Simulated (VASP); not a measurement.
# Be3Se2O (P1) in VASP: single point with PBE

Aim: the single point of Be3Se2O with PBE.

All numbers are computed with VASP 6.6.1; they aren't measurements. Logs are shortened: lines on timing, memory, paths and dates and some standing lists are left out, and cuts for length are marked.

### Step 1. The cell of the first run

The typed cell holds 12 atoms: a = 5.301 Å, b = 5.301 Å, c = 13.438 Å, α = 89.30°, β = 86.95°, γ = 60.01°.

### Step 2. Single point, PBE

The input, INCAR:

```
PREC     = Accurate       # precision mode
ENCUT    = 520            # plane-wave cutoff, eV
EDIFF    = 1E-7           # SCF threshold, eV
ISMEAR   = 0              # smearing method
SIGMA    = 0.02           # smearing width, eV
LREAL    = False          # projectors in reciprocal space
LASPH    = True           # aspherical terms in the spheres
NELM     = 60             # most SCF steps
ALGO     = Normal         # electronic algorithm
ISIF     = 2              # what is computed and relaxed
LWAVE    = False          # write WAVECAR
LCHARG   = False          # write CHGCAR
GGA      = PE             # functional
NBANDS   = 36             # bands
```

The input, KPOINTS:

```
regular mesh
0
Gamma
  6 6 2
```

The input, POSCAR:

```
Be3Se2O
1.0
    5.3010293064      0.0004205349      0.0569455850
    2.6497967074      4.5915002387      0.0136566232
    0.5705194633     -0.1794938970     13.4251181371
Be Se O
6 4 2
Direct
    0.9915397443      0.3064023804      0.0955020013
    0.0085469284      0.2740424589      0.5950690475
    0.7012815175      0.0161700800      0.0954731634
    0.7182164699      0.9838324579      0.5951033430
    0.2817706315      0.7259698336      0.0954769396
    0.2986418106      0.6935847750      0.5950705210
    0.6456144456      0.6866714914      0.1744943037
    0.6877183129      0.6466267404      0.5160990219
    0.3374511557      0.3456865557      0.0164800352
    0.3292405983      0.3210010315      0.6741155870
    0.9915261955      0.0161760811      0.0954881612
    0.0084521899      0.9838361142      0.5951252754
```

Potentials or basis: VASP PAW PBE potentials, release 64 (Be, Se, O).

The run is started by

```bash
$ cat potpaw_PBE.64/Be/POTCAR potpaw_PBE.64/Se/POTCAR potpaw_PBE.64/O/POTCAR > POTCAR
$ mpirun -np 1 vasp_std > vasp.out
```

OUTCAR:

```text
PREC = Accurate
   ENCUT = 520
   EDIFF = 1E-7
   ISMEAR = 0
   LREAL = False
   LASPH = True
   NELM = 60
   ISIF = 2
   GGA = PE

 ion  position               nearest neighbor table
   1  0.992  0.306  0.096-  11 1.54   7 2.17   9 2.17
   2  0.009  0.274  0.595-  12 1.54   8 2.17  10 2.17
   3  0.701  0.016  0.095-  11 1.54   9 2.17   7 2.17
   4  0.718  0.984  0.595-  12 1.54   8 2.17  10 2.17
   5  0.282  0.726  0.095-  11 1.54   7 2.17   9 2.17
   6  0.299  0.694  0.595-  12 1.54  10 2.17   8 2.17
   7  0.646  0.687  0.174-   5 2.17   3 2.17   1 2.17
   8  0.688  0.647  0.516-   2 2.17   4 2.17   6 2.17
   9  0.337  0.346  0.016-   5 2.17   3 2.17   1 2.17
  10  0.329  0.321  0.674-   2 2.17   6 2.17   4 2.17
  11  0.992  0.016  0.095-   1 1.54   5 1.54   3 1.54
  12  0.008  0.984  0.595-   6 1.54   4 1.54   2 1.54

  Warning from LATTYP: Got some problem with cell dimensions!
  Tried to take original basis but could not verify dimensions!
  LATTYP: Found a triclinic cell.
 ALAT       =     9.1826278667
 B/A-ratio  =     0.5773153346
 C/A-ratio  =     1.7270419773
 COS(alpha) =     0.0104163736
 COS(beta)  =     0.2755127504
 COS(gamma) =     0.8660219586

  Lattice vectors:

 A1 = (   0.0014358916,  -9.1825799425,   0.0296323386)
 A2 = (  -2.6497967074,  -4.5915002387,  -0.0136566232)
 A3 = (   7.3817424421,  -4.4111652719, -13.3248835903)

Analysis of symmetry for initial positions (statically):
=====================================================================
 Subroutine PRICEL returns:
 Original cell was already a primitive cell.

 Routine SETGRP: Setting up the symmetry group for a
 triclinic supercell.

 Subroutine GETGRP returns: Found  1 space group operations
 (whereof  1 operations were pure point group operations)
 out of a pool of  2 trial point group operations.

The static configuration has the point symmetry C_1 .

Analysis of symmetry for dynamics (positions and initial velocities):
=====================================================================
 Subroutine PRICEL returns:
 Original cell was already a primitive cell.

 Routine SETGRP: Setting up the symmetry group for a
 triclinic supercell.

 Subroutine GETGRP returns: Found  1 space group operations
 (whereof  1 operations were pure point group operations)
 out of a pool of  2 trial point group operations.

The dynamic configuration has the point symmetry C_1 .

 Subroutine INISYM returns: Found  1 space group operations
 (whereof  1 operations are pure point group operations),
 and found     1 'primitive' translations

----------------------------------------------------------------------------------------

                                     Primitive cell

  volume of cell :     326.5848

  direct lattice vectors                    reciprocal lattice vectors
     5.301029306  0.000420535  0.056945585     0.188753058 -0.108902924 -0.009477362
     2.649796707  4.591500239  0.013656623    -0.000048585  0.217813109  0.002914227
     0.570519463 -0.179493897 13.425118137    -0.000800588  0.000240367  0.074524476

  length of vectors
     5.301335179  5.301271879 13.438433968     0.218122406  0.217832609  0.074529164

  position of ions in fractional coordinates (direct lattice)
     0.991539744  0.306402380  0.095502001
     0.008546928  0.274042459  0.595069047
     0.701281517  0.016170080  0.095473163
     0.718216470  0.983832458  0.595103343
     0.281770632  0.725969834  0.095476940
     0.298641811  0.693584775  0.595070521
     0.645614446  0.686671491  0.174494304
     0.687718313  0.646626740  0.516099022
     0.337451156  0.345686556  0.016480035
     0.329240598  0.321001032  0.674115587
     0.991526196  0.016176081  0.095488161
     0.008452190  0.983836114  0.595125275

  ion indices of the primitive-cell ions
   primitive index   ion index
                 1           1
                 2           2
                 3           3
                 4           4
                 5           5
                 6           6
                 7           7
                 8           8
                 9           9
                10          10
                11          11
                12          12

----------------------------------------------------------------------------------------

 KPOINTS: regular mesh

Automatic generation of k-mesh.
 Grid dimensions read from file:
 generate k-points for:    6    6    2

 Generating k-lattice:

  Cartesian coordinates                     Fractional coordinates (reciprocal lattice)
     0.031458843 -0.018150487 -0.001579560     0.166666667 -0.000000000  0.000000000
    -0.000008097  0.036302185  0.000485705    -0.000000000  0.166666667 -0.000000000
    -0.000400294  0.000120183  0.037262238     0.000000000  0.000000000  0.500000000

  Length of vectors
     0.036353734  0.036305435  0.037264582

  Shift w.r.t. Gamma in fractional coordinates (k-lattice)
     0.000000000  0.000000000  0.000000000

 Subroutine IBZKPT returns following result:
 ===========================================

 Found     40 irreducible k-points:

 Following reciprocal coordinates:
            Coordinates               Weight
  0.000000  0.000000  0.000000      1.000000
  0.166667 -0.000000  0.000000      2.000000
  0.333333 -0.000000 -0.000000      2.000000
  0.500000 -0.000000 -0.000000      1.000000
  0.000000  0.166667  0.000000      2.000000
  0.166667  0.166667  0.000000      2.000000
[... 16 lines left out ...]
  0.333333 -0.000000  0.500000      2.000000
  0.500000  0.000000  0.500000      1.000000
 [... further k-points ...]
   k-points           NKPTS =     40   k-points in BZ     NKDIM =     40   number of bands    NBANDS=     36
   number of dos      NEDOS =    301   number of ions     NIONS =     12
   total plane-waves  NPLWV = 160000
   dimension x,y,z NGX =    40 NGY =   40 NGZ =  100
   dimension x,y,z NGXF=    80 NGYF=   80 NGZF=  200
   ions per type =               6   4   2
   NGX,Y,Z   is equivalent  to a cutoff of  12.54, 12.54, 12.37 a.u.
   NGXF,Y,Z  is equivalent  to a cutoff of  25.09, 25.09, 24.74 a.u.
 SYSTEM =  unknown system
   PREC   = accura    normal or accurate (medium, high low for compatibility)
   ISTART =      0    job   : 0-new  1-cont  2-samecut
   ICHARG =      2    charge: 1-file 2-atom 10-const
   ISPIN  =      1    spin polarized calculation?
   LNONCOLLINEAR =      F non collinear calculations
   LSORBIT =      F    spin-orbit coupling
   LASPH  =      T    aspherical Exc in radial PAW
   ENCUT  =  520.0 eV  38.22 Ry    6.18 a.u.   9.86  9.86 24.99*2*pi/ulx,y,z
   NELM   =     60;   NELMIN=  2; NELMDL= -5     # of ELM steps
   EDIFF  = 0.1E-06   stopping-criterion for ELM
   LREAL  =      F    real-space projection
   EDIFFG = 0.1E-05   stopping-criterion for IOM
   NSW    =      0    number of steps for IOM
   IBRION =     -1    ionic relax: 0-MD 1-quasi-New 2-CG
   NFREE  =      0    steps in history (QN), initial steepest desc. (CG)
   ISIF   =      2    stress and relaxation
   ISYM   =      2    0-nonsym 1-usesym 2-fastsym
   POTIM  = 0.5000    time-step for ionic-motion
   TEBEG  =    0.0;   TEEND  =   0.0 temperature during run
   PSTRESS=    0.0 pullay stress
   NELECT =      48.0000    total number of electrons
   NUPDOWN=      -1.0000    fix difference up-down
   EMIN   =  10.00;   EMAX   =-10.00  energy-range for DOS
   EFERMI =   0.00;   METHOD = LEGACY
   ISMEAR =     0;   SIGMA  =   0.02  broadening in eV -4-tet -1-fermi 0-gaus
   EFERMI_NEDOS =   21; number of points for ismear=-14 and -15
   IALGO  =     38    algorithm
   IMIX   =      4    mixing-type and parameters
     AMIX     =   0.40;   BMIX     =  1.00
     AMIX_MAG =   1.60;   BMIX_MAG =  1.00
  volume/ion in A,a.u.               =      27.22       183.66
  Fermi-wavevector in a.u.,A,eV,Ry     =   0.863953  1.632634 10.155580  0.746414
  Thomas-Fermi vector in A             =   1.981978
   LORBIT       =      0    0 simple, 1 ext, 2 COOP (PROOUT), +10 PAW based schemes
   GGA     = PE    functional components
   LHFCALC =     F    Hartree Fock is set to
   AEXX    =    0.0000 exact exchange contribution
   IVDW    =     0    specifies the selected vdW correction
   LEPSILON=     F    determine dielectric tensor
   LRPA    =     F    only Hartree local field effects (RPA)
 non-spin polarized calculation
 Gauss-broadening in eV      SIGMA  =   0.02
  energy-cutoff  :      520.00
  volume of cell :      326.58
 maximum number of plane-waves:      8817
   NGX = 19   NGY = 19   NGZ = 49

 number of electron      47.9999994 magnetization

 Free energy of the ion-electron system (eV)
  ---------------------------------------------------
  ext. energy  EPLUGINS =         0.00000000
  ---------------------------------------------------
  free energy    TOTEN  =       -61.73876210 eV

  energy without entropy =      -61.73876210  energy(sigma->0) =      -61.73876210

 E-fermi :  -1.5736     XC(G=0):  -6.2947

 val. band max:       -1.6614315963   @ k =   0.5000   0.5000  -0.0000
 cond. band min:       2.4238494011   @ k =   0.0000   0.0000   0.0000
 fundamental gap:      4.0852809974
 Fermi energy:        -1.5736043979

 k-point     1 :       0.0000    0.0000    0.0000
  band No.  band energies     occupation
      1     -20.0613      2.00000
      2     -20.0612      2.00000
      3     -13.1783      2.00000
      4     -13.1645      2.00000
      5     -12.4436      2.00000
      6     -12.4244      2.00000
[... 28 lines left out ...]
     35       4.7565      0.00000
     36       4.8085      0.00000
[... 866 lines left out ...]
      6     -12.6801      2.00000
[... 28 lines left out ...]
     35       5.8302      0.00000
     36       5.8314      0.00000

 [... further k-points ...]

------------------------ aborting loop because EDIFF is reached ----------------------------------------

  FORCE on cell =-STRESS in cart. coord.  units (eV):
  Direction    XX          YY          ZZ          XY          YZ          ZX
  --------------------------------------------------------------------------------------
  -------------------------------------------------------------------------------------
  Total        0.2485161      0.2445272      0.1143128      0.0051536     -0.0066242      0.0208183
  in kB        1.2191836      1.1996146      0.5608019      0.0252829     -0.0324973      0.1021316
  external PRESSURE =       0.9932000 kB  Pullay stress =       0.0000000 kB

 VOLUME and BASIS-vectors are now :
 -----------------------------------------------------------------------------
  energy-cutoff  :      520.00
  volume of cell :      326.58
      direct lattice vectors                 reciprocal lattice vectors
     5.301029306  0.000420535  0.056945585     0.188753058 -0.108902924 -0.009477362
     2.649796707  4.591500239  0.013656623    -0.000048585  0.217813109  0.002914227
     0.570519463 -0.179493897 13.425118137    -0.000800588  0.000240367  0.074524476

 POSITION                                       TOTAL-FORCE (eV/Angst)
 -----------------------------------------------------------------------------------
      6.12257      1.39012      1.34277         0.002443      0.004225     -0.000972
      1.11096      1.15146      7.99310         0.001246      0.003529      0.002832
      3.81483      0.05740      1.32189        -0.003371      0.000385      0.001241
      6.75376      4.41075      8.04367        -0.003988      0.000020      0.001295
      3.47182      3.31627      1.30775         0.001835     -0.003865      0.000075
      3.76047      3.07791      8.01537         0.002931     -0.003930      0.001636
      5.34151      3.12180      2.38875         0.000279      0.001027      0.023933
      5.65349      2.87664      6.97668         0.000226      0.000726     -0.025453
      2.71424      1.58440      0.24518        -0.000995      0.000002     -0.024196
      2.98050      1.35302      9.07321        -0.001026     -0.000502      0.022272
      5.35345      0.05755      1.33862        -0.000181     -0.000674      0.000225
      2.99130      4.41047      8.00354         0.000602     -0.000942     -0.002888
 -----------------------------------------------------------------------------------
    total drift:                                0.000187      0.000111      0.000561

  FREE ENERGIE OF THE ION-ELECTRON SYSTEM (eV)
  ---------------------------------------------------
  free  energy   TOTEN  =       -61.7387621047 eV

  energy  without entropy=      -61.7387621047  energy(sigma->0) =      -61.73876210
```

It took 16 min on 1 thread of Intel Xeon 8259CL, shared host; peak memory 0.65 GiB.

What came out:

* Free energy: -61.7388 eV
* Pressure: 0.1 GPa
* Largest force: 0.025 eV/Å
* Band gap on the k mesh: 4.09 eV (least direct gap 4.53 eV)

Forces in eV/Å, atoms in the order of the input:
```
Be   0.002  0.004 -0.001
Be   0.001  0.004  0.003
Be  -0.003  0.000  0.001
Be  -0.004  0.000  0.001
Be   0.002 -0.004  0.000
Be   0.003 -0.004  0.002
Se   0.000  0.001  0.024
Se   0.000  0.001 -0.025
Se  -0.001  0.000 -0.024
Se  -0.001 -0.001  0.022
O    0.000 -0.001  0.000
O    0.001 -0.001 -0.003
```

Levels at points of the mesh, in eV from the valence-band top:
```tsv
k point	band 22	band 23	band 24	band 25	band 26	band 27
(0.00, 0.00, 0.00)	-0.54	-0.52	-0.52	4.09	5.13	5.29
(0.50, 0.00, 0.00)	-0.34	-0.17	0.00	4.53	4.80	5.41
(0.00, 0.50, 0.00)	-0.34	-0.18	0.00	4.53	4.80	5.41
(0.50, 0.50, 0.00)	-0.34	-0.17	0.00	4.53	4.80	5.41
(0.00, 0.00, 0.50)	-0.54	-0.54	-0.54	4.47	4.47	5.38
(0.50, 0.00, 0.50)	-0.46	-0.08	-0.06	4.65	4.66	5.59
(0.00, 0.50, 0.50)	-0.47	-0.07	-0.07	4.66	4.66	5.59
(0.50, 0.50, 0.50)	-0.47	-0.07	-0.06	4.65	4.66	5.59
```

A k mesh can miss the band edges.
